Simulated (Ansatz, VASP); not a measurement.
## Ti11SnO24: VASP beside Ansatz

```
Sn Ti O
1.0
     4.59220    4.59220    0.00000
    -4.59220    4.59220    0.00000
     0.00000    0.00000    8.87220
Sn Ti O
1 11 24
Direct
  0.00000 0.00000 0.00000
  0.00000 0.00000 0.33798
  0.00000 0.00000 0.66202
  0.50000 0.50000 0.00000
  0.50000 0.50000 0.33360
  0.50000 0.50000 0.66640
  0.50000 0.00000 0.16971
  0.50000 0.00000 0.50000
  0.50000 0.00000 0.83029
  0.00000 0.50000 0.16773
  0.00000 0.50000 0.50000
  0.00000 0.50000 0.83227
  0.31117 0.00000 0.00000
  0.30434 0.00000 0.33396
  0.30434 0.00000 0.66604
  0.80501 0.50000 0.00000
  0.80328 0.50000 0.33548
  0.80328 0.50000 0.66452
  0.50000 0.30450 0.16682
  0.50000 0.30346 0.50000
  0.50000 0.30450 0.83318
  0.00000 0.79800 0.17671
  0.00000 0.80426 0.50000
  0.00000 0.79800 0.82329
  0.68883 0.00000 0.00000
  0.69566 0.00000 0.33396
  0.69566 0.00000 0.66604
  0.19499 0.50000 0.00000
  0.19672 0.50000 0.33548
  0.19672 0.50000 0.66452
  0.50000 0.69550 0.16682
  0.50000 0.69654 0.50000
  0.50000 0.69550 0.83318
  0.00000 0.20200 0.17671
  0.00000 0.19574 0.50000
  0.00000 0.20200 0.82329
```

Alike in both runs: functional PBE; k mesh 3 × 3 × 2; occupations fermi-dirac, width 0.01 eV; no spin polarisation.

Ansatz relaxed the structure, and its values are those at the end. VASP's run is a single point on that final structure, the one shown.

```csv
,VASP,Ansatz
version,VASP 6.6.1,Ansatz 0.2.0
potentials or method,"VASP PAW PBE potentials, release 64 (Sn_d, Ti_sv, O)","plane-wave PAW, scalar-relativistic"
plane-wave cutoff (eV),520,420
valence electrons in the cell,290,290
```

|  | VASP | Ansatz | Ansatz less VASP |
| --- | --- | --- | --- |
| gap on the k mesh at the Fermi level (eV) | 1.84 | 1.87 | +0.027 |
| pressure (GPa) | 9.6 | 8.9 | -0.68 |
| rms of the force components (eV/Å) | 0.012 | 0.001 | -0.0115 |

Ansatz's warnings: stress scf threshold loose.
